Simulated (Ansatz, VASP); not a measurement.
## One calculation of BeTe, two programs

Contents of INCAR:

```
PREC     = Accurate       # precision mode
ENCUT    = 520            # plane-wave cutoff, eV
EDIFF    = 1E-7           # SCF threshold, eV
ISMEAR   = 0              # smearing method
SIGMA    = 0.01           # smearing width, eV
LREAL    = False          # projectors in reciprocal space
LASPH    = True           # aspherical terms in the spheres
NELM     = 60             # most SCF steps
ALGO     = Normal         # electronic algorithm
ISIF     = 2              # what is computed and relaxed
LWAVE    = False          # write WAVECAR
LCHARG   = True           # write CHGCAR
GGA      = PE             # functional
LELF     = True           # ELF
LVHAR    = True         
NBANDS   = 11             # bands
```

KPOINTS

```
regular mesh
0
Gamma
  8 8 8
```

Contents of POSCAR:

```
BeTe
1.0
    0.0000000000      2.8286236236      2.8286236236
    2.8286236236      0.0000000000      2.8286236236
    2.8286236236      2.8286236236      0.0000000000
Be Te
1 1
Direct
    0.0000000000      0.0000000000      0.0000000000
    0.2500000000      0.2500000000      0.2500000000
```

Input for Ansatz:

```yaml
crystal:
  lattice:
    - [0.0, 2.8286236236, 2.8286236236]
    - [2.8286236236, 0.0, 2.8286236236]
    - [2.8286236236, 2.8286236236, 0.0]
  atoms:
    - { symbol: Be, position: [0.0, 0.0, 0.0] }
    - { symbol: Te, position: [0.25, 0.25, 0.25] }
kpoints:
  mp_grid: { grid: [8, 8, 8] }
  band_path:
    path:
      - [0.0, 0.0, 0.0]
      - [-0.5, -0.5, 0.0]
      - [-0.375, -0.375, 0.25]
      - [-0.375, 0.0, 0.375]
      - [0.0, 0.0, 0.5]
      - [-0.5, -0.25, 0.25]
      - [0.0, 0.5, 0.5]
    npoints: 1
hamiltonian:
  xc: pbe
scf:
  occupations: { method: fixed }
  n_extra_bands: 4
output:
  forces: true
  stress: true
  eigenvalues: true
```

Alike in both runs: task single point; functional PBE; k mesh 8 × 8 × 8; no spin polarisation.

|  | VASP | Ansatz |
| --- | --- | --- |
| version | VASP 6.6.1 | Ansatz 0.2.0 |
| potentials or method | VASP PAW PBE potentials, release 64 (Be, Te) | plane waves, PAW |
| plane-wave cutoff (eV) | 520 | 420 |
| occupations | gaussian, width 0.01 eV | fixed |
| valence electrons in the cell | 8 | 18 |

|  | VASP | Ansatz | Ansatz less VASP |
| --- | --- | --- | --- |
| gap on the k mesh at the Fermi level (eV) | 2.01 | 2.02 | +0.014 |
| pressure (GPa) | 0.3 | 0.2 | -0.14 |

VASP's potentials hold 8 valence electrons a cell and Ansatz's 18, so a difference there can come from the potentials and not from the codes.

Spin-orbit coupling is off throughout.
